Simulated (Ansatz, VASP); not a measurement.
## MoS2 in VASP and in Ansatz

File INCAR:

```
ALGO     = Normal         # electronic algorithm
EDIFF    = 1E-7           # SCF threshold, eV
ENCUT    = 520            # plane-wave cutoff, eV
GGA      = PS             # functional
ISIF     = 2              # what is computed and relaxed
ISMEAR   = -1             # smearing method
LASPH    = T              # aspherical terms in the spheres
LCHARG   = F              # write CHGCAR
LREAL    = F              # projectors in reciprocal space
LWAVE    = F              # write WAVECAR
NBANDS   = 20             # bands
NELM     = 100            # most SCF steps
PREC     = Accurate       # precision mode
SIGMA    = 0.03           # smearing width, eV
```

KPOINTS

```
k-points
0
Gamma
  6 6 6
```

The input POSCAR:

```
MoS2
1.0
    1.5800000000      0.9122134253      6.1500000000
   -1.5800000000      0.9122134253      6.1500000000
    0.0000000000     -1.8244268506      6.1500000000
Mo S
1 2
Direct
    0.0000000000      0.0000000000      0.0000000000
    0.4170000000      0.4170000000      0.4170000000
    0.2500000000      0.2500000000      0.2500000000
```

The input input.yaml:

```yaml
crystal:
  lattice:
    - [1.58, 0.9122134253, 6.15]
    - [-1.58, 0.9122134253, 6.15]
    - [0.0, -1.8244268506, 6.15]
  atoms:
    - { symbol: Mo, position: [0.0, 0.0, 0.0] }
    - { symbol: S, position: [0.417, 0.417, 0.417] }
    - { symbol: S, position: [0.25, 0.25, 0.25] }
kpoints:
  mp_grid: { grid: [6, 6, 6] }
scf:
  occupations: { method: fermi_dirac, width: 0.03 }
hamiltonian:
  xc: pbesol
  pseudopotentials: { kind: all_electron, lapw: { basis_error: 0.002 } }
output:
  forces: true
  stress: true
  eigenvalues: true
```

Alike in both runs: task single point; functional PBEsol; k mesh 6 × 6 × 6; occupations fermi-dirac, width 0.03 eV; no spin polarisation.

|  | VASP | Ansatz |
| --- | --- | --- |
| version | VASP 6.6.1 | Ansatz 0.2.0 |
| potentials or method | VASP PAW PBE potentials, release 64 (Mo_sv, S), cutoff 520 eV | all-electron LAPW, scalar-relativistic |

Ansatz gave:

* gap on the k mesh at the Fermi level (eV): 0.90
* least direct gap on the mesh (eV): 1.71
* pressure (GPa): 0.4
* traceless stress, the component that is largest in VASP (GPa): 2.00
* rms of the force components (eV/Å): 0.111

Estimate VASP's values.

gap on the k mesh at the Fermi level (eV): 0.91; least direct gap on the mesh (eV): 1.71; pressure (GPa): 0.3; traceless stress, the component that is largest in VASP (GPa): 1.99; rms of the force components (eV/Å): 0.111.

VASP's potentials were made for PBE, not for PBEsol. Atom by atom the forces differ by 0.000 eV/Å (rms over components). Ansatz ran all-electron here, and VASP with PAW potentials.
